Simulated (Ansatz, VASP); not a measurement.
H2Se in VASP and in Ansatz

```
H Se
1.0
     3.24798    0.00000    0.00000
    -1.62399    2.81283    0.00000
     0.00000    0.00000    3.85382
H Se
2 1
Cartesian
  0.0000 1.8752 0.5772
  1.6240 0.9376 3.2767
  0.0000 0.0000 0.0000
```

Change from the starting cell: species swapped into the Ni2H type (P3m1, No. 156).

Alike in both runs: task relaxation of cell and atoms; functional PBE; dispersion D3(BJ); k mesh 18 × 18 × 12; occupations gaussian, width 0.1 eV; no spin polarisation.

|  | VASP | Ansatz |
| --- | --- | --- |
| version | VASP 6.6.1 | Ansatz 0.2.0 |
| potentials or method | VASP PAW PBE potentials, release 64 (H, Se), cutoff 600 eV | scalar-relativistic, plane waves, PAW |
| valence electrons in the cell | 8 | 18 |

Ansatz gave:

| Item | Value |
| --- | --- |
| gap on the k mesh at the Fermi level, each at its own relaxed structure (eV) | none |
| relaxed volume (Å³/atom) | 11.98 |
| relaxed length of the cell vector where the two differ most in proportion (Å) | 3.910 |

Estimate VASP's values.

gap on the k mesh at the Fermi level, each at its own relaxed structure (eV): none; relaxed volume (Å³/atom): 11.97; relaxed length of the cell vector where the two differ most in proportion (Å): 3.903.

A gap of «none» marks a metal or a gap that the smearing closes. VASP's potentials hold 8 valence electrons a cell and Ansatz's 18, so a difference there can come from the potentials and not from the codes.
